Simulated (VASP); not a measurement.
# Ti12C13 in VASP: single point with LDA

Aim: the single point of Ti12C13 with LDA.

Program: VASP 6.6.1. These are calculated values, not measurements. Logs are shortened: lines on timing, memory, paths and dates and some standing lists are left out, and cuts for length are marked.

### 1 The cell of the first run

The cell holds a slab with vacuum, 25 atoms: a = 6.026 Å, b = 6.026 Å, c = 19.733 Å, α = 90.00°, β = 90.00°, γ = 90.00°.

### 2 Single point, LDA

The input, INCAR:

```
  PREC = Accurate
  ENCUT = 520
  EDIFF = 1E-6
  ISMEAR = 0
  SIGMA = 0.1
  LREAL = Auto
  LASPH = T
  NELM = 60
  ALGO = Normal
  ISIF = 2
  LWAVE = F
  LCHARG = T
  LDIPOL = T
  IDIPOL = 3
  DIPOL = 0.5 0.5 0.315
  GGA = CA
  LELF = T
  LVHAR = T
  LVACPOTAV = T
  NBANDS = 116
```

The input, KPOINTS:

```
Automatic mesh
0
Gamma
  5 5 1
```

The input, POSCAR:

```
Ti12C13
1.0
    6.0257129976      0.0000000000      0.0000000000
    0.0000000000      6.0257129976      0.0000000000
    0.0000000000      0.0000000000     19.7334901523
Ti C
12 13
Direct
    0.2500000000      0.2500000000      0.2027010919
    0.2500000000      0.7500000000      0.2027010919
    0.7500000000      0.2500000000      0.2027010919
    0.7500000000      0.7500000000      0.2027010919
    0.0000000000      0.0000000000      0.3085376904
    0.0000000000      0.5000000000      0.3085376904
    0.5000000000      0.0000000000      0.3085376904
    0.5000000000      0.5000000000      0.3085376904
    0.2500000000      0.2500000000      0.4124330541
    0.2500000000      0.7500000000      0.4124330541
    0.7500000000      0.2500000000      0.4124330541
    0.7500000000      0.7500000000      0.4124330541
    0.0000000000      0.0000000000      0.2027010919
    0.0000000000      0.5000000000      0.2027010919
    0.5000000000      0.0000000000      0.2027010919
    0.5000000000      0.5000000000      0.2027010919
    0.2500000000      0.2500000000      0.3079312182
    0.2500000000      0.7500000000      0.3079312182
    0.7500000000      0.2500000000      0.3079312182
    0.7500000000      0.7500000000      0.3079312182
    0.0000000000      0.0000000000      0.4172343609
    0.0000000000      0.5000000000      0.4172343609
    0.5000000000      0.0000000000      0.4172343609
    0.5000000000      0.5000000000      0.4172343609
    0.0000000000      0.1250000000      0.4743284322
```

Potentials or basis: VASP PAW LDA potentials, release 64 (Ti_sv, C).

Launch:

```sh
$ cat potpaw_LDA.64/Ti_sv/POTCAR potpaw_LDA.64/C/POTCAR > POTCAR
$ mpirun -np 1 vasp_std > vasp.out
```

OUTCAR:

```text
PREC = Accurate
   ENCUT = 520
   EDIFF = 1E-6
   ISMEAR = 0
   LREAL = Auto
   LASPH = T
   NELM = 60
   ISIF = 2
   GGA = CA

 ion  position               nearest neighbor table
   1  0.250  0.250  0.203-  17 2.08  14 2.13  15 2.13  16 2.13  13 2.13
   2  0.250  0.750  0.203-  18 2.08  14 2.13  15 2.13  16 2.13  13 2.13
   3  0.750  0.250  0.203-  19 2.08  14 2.13  15 2.13  16 2.13  13 2.13
   4  0.750  0.750  0.203-  20 2.08  14 2.13  15 2.13  16 2.13  13 2.13
   5  0.000  0.000  0.309-  13 2.09  17 2.13  18 2.13  19 2.13  20 2.13  21 2.14
   6  0.000  0.500  0.309-  14 2.09  17 2.13  18 2.13  19 2.13  20 2.13  22 2.14
   7  0.500  0.000  0.309-  15 2.09  17 2.13  18 2.13  19 2.13  20 2.13  23 2.14
   8  0.500  0.500  0.309-  16 2.09  17 2.13  18 2.13  19 2.13  20 2.13  24 2.14
   9  0.250  0.250  0.412-  17 2.06  25 2.08  22 2.13  23 2.13  24 2.13  21 2.13
  10  0.250  0.750  0.412-  18 2.06  21 2.13  22 2.13  23 2.13  24 2.13
  11  0.750  0.250  0.412-  19 2.06  25 2.08  22 2.13  23 2.13  24 2.13  21 2.13
  12  0.750  0.750  0.412-  20 2.06  21 2.13  22 2.13  23 2.13  24 2.13
  13  0.000  0.000  0.203-   5 2.09   2 2.13   3 2.13   4 2.13   1 2.13
  14  0.000  0.500  0.203-   6 2.09   2 2.13   3 2.13   4 2.13   1 2.13
  15  0.500  0.000  0.203-   7 2.09   2 2.13   3 2.13   4 2.13   1 2.13
  16  0.500  0.500  0.203-   8 2.09   2 2.13   3 2.13   4 2.13   1 2.13
  17  0.250  0.250  0.308-   9 2.06   1 2.08   6 2.13   7 2.13   8 2.13   5 2.13
  18  0.250  0.750  0.308-  10 2.06   2 2.08   6 2.13   7 2.13   8 2.13   5 2.13
  19  0.750  0.250  0.308-  11 2.06   3 2.08   6 2.13   7 2.13   8 2.13   5 2.13
  20  0.750  0.750  0.308-  12 2.06   4 2.08   6 2.13   7 2.13   8 2.13   5 2.13
  21  0.000  0.000  0.417-  25 1.36  10 2.13  11 2.13  12 2.13   9 2.13   5 2.14
  22  0.000  0.500  0.417-   9 2.13  10 2.13  11 2.13  12 2.13   6 2.14
  23  0.500  0.000  0.417-   9 2.13  10 2.13  11 2.13  12 2.13   7 2.14
  24  0.500  0.500  0.417-   9 2.13  10 2.13  11 2.13  12 2.13   8 2.14
  25  0.000  0.125  0.474-  21 1.36  11 2.08   9 2.08

  LATTYP: Found a simple tetragonal cell.
 ALAT       =     6.0257129976
 C/A-ratio  =     3.2748805262

  Lattice vectors:

 A1 = (   6.0257129976,   0.0000000000,   0.0000000000)
 A2 = (   0.0000000000,   6.0257129976,   0.0000000000)
 A3 = (   0.0000000000,   0.0000000000,  19.7334901523)

Analysis of symmetry for initial positions (statically):
=====================================================================
 Subroutine PRICEL returns:
 Original cell was already a primitive cell.

 Routine SETGRP: Setting up the symmetry group for a
 simple tetragonal supercell.

 Subroutine GETGRP returns: Found  2 space group operations
 (whereof  2 operations were pure point group operations)
 out of a pool of 16 trial point group operations.

The static configuration has the point symmetry C_1h.
[... 159 lines left out ...]
   EFERMI_NEDOS =   21; number of points for ismear=-14 and -15
   IALGO  =     38    algorithm
   IMIX   =      4    mixing-type and parameters
     AMIX     =   0.40;   BMIX     =  1.00
     AMIX_MAG =   1.60;   BMIX_MAG =  1.00
  volume/ion in A,a.u.               =      28.66       193.41
  Fermi-wavevector in a.u.,A,eV,Ry     =   1.062723  2.008255 15.366139  1.129379
  Thomas-Fermi vector in A             =   2.198183
   LORBIT       =      0    0 simple, 1 ext, 2 COOP (PROOUT), +10 PAW based schemes
   GGA     = CA    functional components
   LHFCALC =     F    Hartree Fock is set to
   AEXX    =    0.0000 exact exchange contribution
   IVDW    =     0    specifies the selected vdW correction
   LEPSILON=     F    determine dielectric tensor
   LRPA    =     F    only Hartree local field effects (RPA)
 non-spin polarized calculation
 Gauss-broadening in eV      SIGMA  =   0.10
  energy-cutoff  :      520.00
  volume of cell :      716.51
 maximum number of plane-waves:     19308
 NGX is ok and might be reduce to    48
   NGX = 23   NGY = 23   NGZ = 73

 dipolmoment           0.000000      0.000000     -0.095943 electrons x Angstroem

 number of electron     196.0000005 magnetization

 dipolmoment           0.000000      0.000000      0.215992 electrons x Angstroem

 Free energy of the ion-electron system (eV)
  ---------------------------------------------------
  ext. energy  EPLUGINS =         0.00000000
  ---------------------------------------------------
  free energy    TOTEN  =      -244.53854906 eV

  energy without entropy =     -244.50461515  energy(sigma->0) =     -244.52158211

 E-fermi :   0.0440     XC(G=0):  -5.3308

 val. band max:        0.0297445458   @ k =   0.0000   0.0000   0.0000
 cond. band min:       0.0613802565   @ k =   0.0000   0.0000   0.0000
 fundamental gap:      0.0316357107
 Fermi energy:         0.0439806783

 k-point     1 :       0.0000    0.0000    0.0000
  band No.  band energies     occupation
      1     -55.8469      2.00000
      2     -55.8103      2.00000
      3     -55.7051      2.00000
      4     -55.6633      2.00000
      5     -55.6471      2.00000
      6     -55.6430      2.00000
[... 1006 lines left out ...]
    109       2.2113      0.00000
    110       2.2639      0.00000
 [bands above 110 left out]

------------------------ aborting loop because EDIFF is reached ----------------------------------------

  FORCE on cell =-STRESS in cart. coord.  units (eV):
  Direction    XX          YY          ZZ          XY          YZ          ZX
  --------------------------------------------------------------------------------------
  -------------------------------------------------------------------------------------
  Total       -7.8735046    -10.6939215      1.5255758      0.0000000     -0.7393041      0.0000000
  in kB      -17.6058857    -23.9125993      3.4113288      0.0000000     -1.6531524      0.0000000
  external PRESSURE =     -12.7023854 kB  Pullay stress =       0.0000000 kB

 VOLUME and BASIS-vectors are now :
 -----------------------------------------------------------------------------
  energy-cutoff  :      520.00
  volume of cell :      716.51
      direct lattice vectors                 reciprocal lattice vectors
     6.025712998  0.000000000  0.000000000     0.165955465  0.000000000  0.000000000
     0.000000000  6.025712998  0.000000000     0.000000000  0.165955465  0.000000000
     0.000000000  0.000000000 19.733490152     0.000000000  0.000000000  0.050675273

 POSITION                                       TOTAL-FORCE (eV/Angst)
 -----------------------------------------------------------------------------------
      1.50643      1.50643      4.00000        -0.085567     -0.132188      1.048352
      1.50643      4.51928      4.00000        -0.023012      0.115948      1.056778
      4.51928      1.50643      4.00000         0.085567     -0.132188      1.048352
      4.51928      4.51928      4.00000         0.023012      0.115948      1.056778
      0.00000      0.00000      6.08853         0.000000      0.158931      0.023740
      0.00000      3.01286      6.08853         0.000000     -0.105962     -0.011201
[... 17 lines left out ...]
      3.01286      3.01286      8.23349         0.000000      0.355606     -0.094404
      0.00000      0.75321      9.36016         0.000000     -1.177536      0.110860
 -----------------------------------------------------------------------------------
    total drift:                                0.000000      0.000517      0.066603

  FREE ENERGIE OF THE ION-ELECTRON SYSTEM (eV)
  ---------------------------------------------------
  free  energy   TOTEN  =      -244.5385490622 eV

  energy  without entropy=     -244.5046151538  energy(sigma->0) =     -244.52158211

 vacuum level on the upper side and lower side of the slab         5.482         4.406
```

Run time: 24 min. Hardware: 1 thread of Intel Xeon Platinum 8559C (Emerald Rapids), shared host; peak memory 0.82 GiB.

What came out:

```
Free energy            : -244.5385 eV
Largest force          : 1.833 eV/Å
Band gap on the k mesh : zero (bands 98 and 99 overlap by 0.10 eV)
```

Forces on the atoms (eV/Å):
```
Ti  -0.086 -0.132  1.048
Ti  -0.023  0.116  1.057
Ti   0.086 -0.132  1.048
Ti   0.023  0.116  1.057
Ti   0.000  0.159  0.024
Ti   0.000 -0.106 -0.011
Ti   0.000  0.056 -0.088
Ti   0.000 -0.128 -0.018
Ti   1.500  0.947  0.460
Ti   0.962 -0.643  0.216
Ti  -1.500  0.947  0.460
Ti  -0.962 -0.643  0.216
C    0.000 -0.076 -1.444
C    0.000  0.015 -1.045
C    0.000  0.024 -1.041
C    0.000  0.042 -1.123
C   -0.009 -0.081 -0.191
C   -0.023 -0.033  0.202
C    0.009 -0.081 -0.191
C    0.023 -0.033  0.202
C    0.000 -0.269 -0.043
C    0.000  0.935 -0.401
C    0.000 -0.178 -0.410
C    0.000  0.356 -0.094
C    0.000 -1.178  0.111
```
